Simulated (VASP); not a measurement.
# Sn4Se3 (I-43m) in VASP: single point with PBE

Aim: the single point of Sn4Se3 with PBE.

Program: VASP 6.6.1. These are calculated values, not measurements. Logs are shortened: lines on timing, memory, paths and dates and some standing lists are left out, and cuts for length are marked.

### Step 1. The cell of the first run

The structure is cubic, space group I-43m (No. 217). The conventional cell has a = 7.237 Å, b = 7.237 Å, c = 7.237 Å, α = 90.00°, β = 90.00°, γ = 90.00°. Sn (site symmetry 3m) has 6 Se at 2.99 to 3.37 Å and 6 Sn at 3.73 Å within 3.9 Å. Within 3.9 Å of Se (site symmetry -42m) lie 8 Sn at 2.99 to 3.37 Å and 4 Se at 3.62 Å.

The cell was built from a structure type or drawn by symmetry, and may not be a known phase.

### Step 2. Single point, PBE

File INCAR:

```
SYSTEM = Sn4Se3
PREC = Accurate ; ENCUT = 500
EDIFF = 1E-6 ; ISMEAR = 0
SIGMA = 0.2 ; LREAL = .FALSE.
LASPH = .TRUE. ; NELM = 120
ALGO = Normal ; ISIF = 2
LWAVE = .FALSE. ; LCHARG = .FALSE.
GGA = PE ; NBANDS = 46
GGA_COMPAT = .FALSE.
```

File KPOINTS:

```
regular mesh
0
G
  3 3 3
  0 0 0
```

File POSCAR:

```
Sn4Se3
1.0
   -3.6182570252      3.6182570252      3.6182570252
    3.6182570252     -3.6182570252      3.6182570252
    3.6182570252      3.6182570252     -3.6182570252
Sn Se
4 3
Direct
    0.5904520957      0.5904520957      0.5904520957
    0.0000000000      0.0000000000      0.4095479043
    0.0000000000      0.4095479043      0.0000000000
    0.4095479043      0.0000000000      0.0000000000
    0.0000000000      0.5000000000      0.5000000000
    0.5000000000      0.0000000000      0.5000000000
    0.5000000000      0.5000000000      0.0000000000
```

Potentials or basis: VASP PAW PBE potentials, release 64 (Sn_d, Se).

The run is started by

```
$ cat potpaw_PBE.64/Sn_d/POTCAR potpaw_PBE.64/Se/POTCAR > POTCAR
$ mpirun -np 1 vasp_std > vasp.out
```

OUTCAR:

```text
SYSTEM = Sn4Se3
   PREC = Accurate
   ENCUT = 500
   EDIFF = 1E-6
   ISMEAR = 0
   LREAL = .FALSE.
   LASPH = .TRUE.
   NELM = 120
   ISIF = 2
   GGA = PE

 ion  position               nearest neighbor table
   1  0.590  0.590  0.590-   7 2.99   6 2.99   5 2.99   2 3.73   3 3.73   4 3.73   4 3.73   3 3.73
                             2 3.73
   2  0.000  0.000  0.410-   7 2.99   6 2.99   5 2.99   1 3.73   1 3.73   3 3.73   3 3.73   4 3.73
                             4 3.73
   3  0.000  0.410  0.000-   6 2.99   7 2.99   5 2.99   1 3.73   1 3.73   2 3.73   2 3.73   4 3.73
                             4 3.73
   4  0.410  0.000  0.000-   5 2.99   7 2.99   6 2.99   1 3.73   2 3.73   3 3.73   2 3.73   3 3.73
                             1 3.73
   5  0.000  0.500  0.500-   4 2.99   1 2.99   3 2.99   2 2.99
   6  0.500  0.000  0.500-   3 2.99   1 2.99   4 2.99   2 2.99
   7  0.500  0.500  0.000-   1 2.99   2 2.99   4 2.99   3 2.99

  LATTYP: Found a body centered cubic cell.
 ALAT       =     7.2365140504

  Lattice vectors:

 A1 = (  -3.6182570252,   3.6182570252,   3.6182570252)
 A2 = (   3.6182570252,  -3.6182570252,   3.6182570252)
 A3 = (   3.6182570252,   3.6182570252,  -3.6182570252)

Analysis of symmetry for initial positions (statically):
=====================================================================
 Subroutine PRICEL returns:
 Original cell was already a primitive cell.

 Routine SETGRP: Setting up the symmetry group for a
 body centered cubic supercell.

 Subroutine GETGRP returns: Found 24 space group operations
 (whereof 24 operations were pure point group operations)
 out of a pool of 48 trial point group operations.

The static configuration has the point symmetry T_d .

Analysis of symmetry for dynamics (positions and initial velocities):
=====================================================================
 Subroutine PRICEL returns:
 Original cell was already a primitive cell.

 Routine SETGRP: Setting up the symmetry group for a
 body centered cubic supercell.

 Subroutine GETGRP returns: Found 24 space group operations
 (whereof 24 operations were pure point group operations)
 out of a pool of 48 trial point group operations.

The dynamic configuration has the point symmetry T_d .

 Subroutine INISYM returns: Found 24 space group operations
 (whereof 24 operations are pure point group operations),
 and found     1 'primitive' translations

----------------------------------------------------------------------------------------

                                     Primitive cell

  volume of cell :     189.4778

  direct lattice vectors                    reciprocal lattice vectors
    -3.618257025  3.618257025  3.618257025     0.000000000  0.138188082  0.138188082
     3.618257025 -3.618257025  3.618257025     0.138188082  0.000000000  0.138188082
     3.618257025  3.618257025 -3.618257025     0.138188082  0.138188082  0.000000000

  length of vectors
     6.267005002  6.267005002  6.267005002     0.195427460  0.195427460  0.195427460

  position of ions in fractional coordinates (direct lattice)
     0.590452096  0.590452096  0.590452096
     0.000000000  0.000000000  0.409547904
     0.000000000  0.409547904  0.000000000
     0.409547904  0.000000000  0.000000000
     0.000000000  0.500000000  0.500000000
     0.500000000  0.000000000  0.500000000
     0.500000000  0.500000000  0.000000000

  ion indices of the primitive-cell ions
   primitive index   ion index
                 1           1
                 2           2
                 3           3
                 4           4
                 5           5
                 6           6
                 7           7

----------------------------------------------------------------------------------------

 KPOINTS: regular mesh

Automatic generation of k-mesh.
 Grid dimensions read from file:
 generate k-points for:    3    3    3

 Generating k-lattice:

  Cartesian coordinates                     Fractional coordinates (reciprocal lattice)
     0.000000000  0.046062694  0.046062694     0.333333333  0.000000000  0.000000000
     0.046062694  0.000000000  0.046062694     0.000000000  0.333333333  0.000000000
     0.046062694  0.046062694  0.000000000     0.000000000  0.000000000  0.333333333

  Length of vectors
     0.065142487  0.065142487  0.065142487

  Shift w.r.t. Gamma in fractional coordinates (k-lattice)
     0.000000000  0.000000000  0.000000000

 Subroutine IBZKPT returns following result:
 ===========================================

 Found      4 irreducible k-points:

 Following reciprocal coordinates:
            Coordinates               Weight
  0.000000  0.000000  0.000000      1.000000
  0.333333  0.000000  0.000000     12.000000
  0.333333  0.333333  0.000000      8.000000
 -0.333333  0.333333  0.333333      6.000000
   k-points           NKPTS =      4   k-points in BZ     NKDIM =      4   number of bands    NBANDS=     46
   number of dos      NEDOS =    301   number of ions     NIONS =      7
   total plane-waves  NPLWV = 110592
   dimension x,y,z NGX =    48 NGY =   48 NGZ =   48
   dimension x,y,z NGXF=    96 NGYF=   96 NGZF=   96
   ions per type =               4   3
   NGX,Y,Z   is equivalent  to a cutoff of  12.73, 12.73, 12.73 a.u.
   NGXF,Y,Z  is equivalent  to a cutoff of  25.47, 25.47, 25.47 a.u.
 SYSTEM =  Sn4Se3
   PREC   = accura    normal or accurate (medium, high low for compatibility)
   ISTART =      0    job   : 0-new  1-cont  2-samecut
   ICHARG =      2    charge: 1-file 2-atom 10-const
   ISPIN  =      1    spin polarized calculation?
   LNONCOLLINEAR =      F non collinear calculations
   LSORBIT =      F    spin-orbit coupling
   LASPH  =      T    aspherical Exc in radial PAW
   ENCUT  =  500.0 eV  36.75 Ry    6.06 a.u.  11.43 11.43 11.43*2*pi/ulx,y,z
   NELM   =    120;   NELMIN=  2; NELMDL= -5     # of ELM steps
   EDIFF  = 0.1E-05   stopping-criterion for ELM
   LREAL  =      F    real-space projection
   EDIFFG = 0.1E-04   stopping-criterion for IOM
   NSW    =      0    number of steps for IOM
   IBRION =     -1    ionic relax: 0-MD 1-quasi-New 2-CG
   NFREE  =      0    steps in history (QN), initial steepest desc. (CG)
   ISIF   =      2    stress and relaxation
   ISYM   =      2    0-nonsym 1-usesym 2-fastsym
   POTIM  = 0.5000    time-step for ionic-motion
   TEBEG  =    0.0;   TEEND  =   0.0 temperature during run
   PSTRESS=    0.0 pullay stress
   NELECT =      74.0000    total number of electrons
   NUPDOWN=      -1.0000    fix difference up-down
   EMIN   =  10.00;   EMAX   =-10.00  energy-range for DOS
   EFERMI =   0.00;   METHOD = LEGACY
   ISMEAR =     0;   SIGMA  =   0.20  broadening in eV -4-tet -1-fermi 0-gaus
   EFERMI_NEDOS =   21; number of points for ismear=-14 and -15
   IALGO  =     38    algorithm
   IMIX   =      4    mixing-type and parameters
     AMIX     =   0.40;   BMIX     =  1.00
     AMIX_MAG =   1.60;   BMIX_MAG =  1.00
  volume/ion in A,a.u.               =      27.07       182.67
  Fermi-wavevector in a.u.,A,eV,Ry     =   1.196647  2.261335 19.483048  1.431964
  Thomas-Fermi vector in A             =   2.332582
   LORBIT       =      0    0 simple, 1 ext, 2 COOP (PROOUT), +10 PAW based schemes
   GGA     = PE    functional components
   LHFCALC =     F    Hartree Fock is set to
   AEXX    =    0.0000 exact exchange contribution
   IVDW    =     0    specifies the selected vdW correction
   LEPSILON=     F    determine dielectric tensor
   LRPA    =     F    only Hartree local field effects (RPA)
 non-spin polarized calculation
 Gauss-broadening in eV      SIGMA  =   0.20
  energy-cutoff  :      500.00
  volume of cell :      189.48
 maximum number of plane-waves:      4897
 NGX is ok and might be reduce to    48
   NGX = 23   NGY = 23   NGZ = 23

 number of electron      74.0000002 magnetization

 Free energy of the ion-electron system (eV)
  ---------------------------------------------------
  ext. energy  EPLUGINS =         0.00000000
  ---------------------------------------------------
  free energy    TOTEN  =       -26.55056558 eV

  energy without entropy =      -26.52823065  energy(sigma->0) =      -26.53939811

 E-fermi :   6.1589     XC(G=0):  -9.8293

 val. band max:        5.7532176534   @ k =   0.3333   0.3333   0.0000
 cond. band min:       6.3668241313   @ k =   0.3333   0.0000   0.0000
 fundamental gap:      0.6136064779
 Fermi energy:         6.1588783526

 k-point     1 :       0.0000    0.0000    0.0000
  band No.  band energies     occupation
      1     -15.6878      2.00000
      2     -15.6878      2.00000
      3     -15.6713      2.00000
      4     -15.6713      2.00000
      5     -15.6634      2.00000
      6     -15.6634      2.00000
[... 38 lines left out ...]
     45      10.2609      0.00000
     46      11.6094      0.00000

 k-point     2 :       0.3333    0.0000    0.0000
  band No.  band energies     occupation
      1     -15.6811      2.00000
      2     -15.6787      2.00000
      3     -15.6711      2.00000
      4     -15.6686      2.00000
      5     -15.6682      2.00000
      6     -15.6640      2.00000
[... 38 lines left out ...]
     45       9.6833      0.00000
     46      10.1711      0.00000

 k-point     3 :       0.3333    0.3333    0.0000
  band No.  band energies     occupation
      1     -15.6758      2.00000
      2     -15.6758      2.00000
      3     -15.6708      2.00000
      4     -15.6694      2.00000
      5     -15.6640      2.00000
      6     -15.6640      2.00000
[... 38 lines left out ...]
     45       8.7169      0.00000
     46       9.8034      0.00000

 k-point     4 :      -0.3333    0.3333    0.3333
  band No.  band energies     occupation
      1     -15.6809      2.00000
      2     -15.6763      2.00000
      3     -15.6763      2.00000
      4     -15.6725      2.00000
      5     -15.6632      2.00000
      6     -15.6632      2.00000
[... 38 lines left out ...]
     45       8.9646      0.00000
     46       9.2848      0.00000

------------------------ aborting loop because EDIFF is reached ----------------------------------------

  FORCE on cell =-STRESS in cart. coord.  units (eV):
  Direction    XX          YY          ZZ          XY          YZ          ZX
  --------------------------------------------------------------------------------------
  -------------------------------------------------------------------------------------
  Total        0.5468774      0.5468774      0.5468774      0.0000000      0.0000000      0.0000000
  in kB        4.6242605      4.6242605      4.6242605      0.0000000      0.0000000      0.0000000
  external PRESSURE =       4.6242605 kB  Pullay stress =       0.0000000 kB

 VOLUME and BASIS-vectors are now :
 -----------------------------------------------------------------------------
  energy-cutoff  :      500.00
  volume of cell :      189.48
      direct lattice vectors                 reciprocal lattice vectors
    -3.618257025  3.618257025  3.618257025     0.000000000  0.138188082  0.138188082
     3.618257025 -3.618257025  3.618257025     0.138188082  0.000000000  0.138188082
     3.618257025  3.618257025 -3.618257025     0.138188082  0.138188082  0.000000000

 POSITION                                       TOTAL-FORCE (eV/Angst)
 -----------------------------------------------------------------------------------
      2.13641      2.13641      2.13641         0.012998      0.012998      0.012998
      1.48185      1.48185     -1.48185        -0.012998     -0.012998      0.012998
      1.48185     -1.48185      1.48185        -0.012998      0.012998     -0.012998
     -1.48185      1.48185      1.48185         0.012998     -0.012998     -0.012998
      3.61826      0.00000      0.00000         0.000000     -0.000000     -0.000000
      0.00000      3.61826      0.00000         0.000000     -0.000000     -0.000000
      0.00000      0.00000      3.61826         0.000000     -0.000000     -0.000000
 -----------------------------------------------------------------------------------
    total drift:                               -0.000000     -0.000000     -0.000000

  FREE ENERGIE OF THE ION-ELECTRON SYSTEM (eV)
  ---------------------------------------------------
  free  energy   TOTEN  =       -26.5505655840 eV

  energy  without entropy=      -26.5282306453  energy(sigma->0) =      -26.53939811
```

Wall time 29 s (1 thread of AMD EPYC 9R45 (Zen 5), shared host); peak memory 0.28 GiB.

Results:

| Quantity | Value |
| --- | --- |
| Free energy | -26.5506 eV |
| Pressure | 0.5 GPa |
| Largest force | 0.023 eV/Å |
| Band gap on the k mesh | zero (bands 37 and 38 overlap by 0.28 eV) |

Forces on the atoms (eV/Å):
```
Sn   0.013  0.013  0.013
Sn  -0.013 -0.013  0.013
Sn  -0.013  0.013 -0.013
Sn   0.013 -0.013 -0.013
Se   0.000  0.000  0.000
Se   0.000  0.000  0.000
Se   0.000  0.000  0.000
```

Caveat: the k points lie up to 0.41 Å⁻¹ apart; semilocal functionals underestimate gaps, so a narrow gap can read as zero; spin-orbit coupling is left out, which moves the levels of the heavy elements.
